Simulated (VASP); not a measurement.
Set up this calculation in VASP 6.6.1, as the native input.

```yaml
Task: single point
Functional: LDA
Potentials_or_basis: VASP PAW LDA potentials, release 64 (Fe, O)
Cutoff: 520 eV
k_mesh: 9 × 9 × 9
Occupations: fermi-dirac, width 0.05 eV
Spin: collinear spin, ferromagnetic start
Starting_moments: "[3.0, 0.0] μB"
Dipole_correction: no
Further_INCAR_settings: ALGO = Normal; EDIFF = 1e-06; NBANDS = 18
```

The structure of FeO (Wuestite) lies in POSCAR:

```
FeO
1.0
    1.4982937792      0.8650403168      2.4855247686
   -1.4982937792      0.8650403168      2.4855247686
    0.0000000000     -1.7300806335      2.4855247686
Fe O
1 1
Direct
    0.0000000000      0.0000000000      0.0000000000
    0.5000000000      0.5000000000      0.5000000000
```

The input as run:

INCAR

```
SYSTEM = FeO
PREC = Accurate
ENCUT = 520
EDIFF = 1E-6
ISMEAR = -1
SIGMA = 0.05
LREAL = .FALSE.
LASPH = .TRUE.
NELM = 150
ALGO = Normal
ISIF = 2
LWAVE = .FALSE.
LCHARG = .FALSE.
ISPIN = 2
MAGMOM = 3 0
LORBIT = 11
LMAXMIX = 4
NBANDS = 18
```

KPOINTS

```
regular mesh
0
G
  9 9 9
  0 0 0
```

Potentials or basis: VASP PAW LDA potentials, release 64 (Fe, O).

Command:

```console
$ cat potpaw_LDA.64/Fe/POTCAR potpaw_LDA.64/O/POTCAR > POTCAR
$ mpirun -np 1 vasp_std > vasp.out
```

Results of the run:

```yaml
Pressure: -10.3 GPa
Net_moment: 3.92 μB per cell
Site_moments: Fe +3.51; O +0.30 μB
Valence_electrons_inside_the_program's_atomic_spheres: Fe 6.83; O 4.97
```

Caveat: a cell with one magnetic atom can't hold antiferromagnetic order, which such compounds often take.

Run time: 38 s on 1 thread of Intel(R) Xeon(R) Platinum 8488C (Sapphire Rapids) (shared host), peak memory 0.17 GiB.
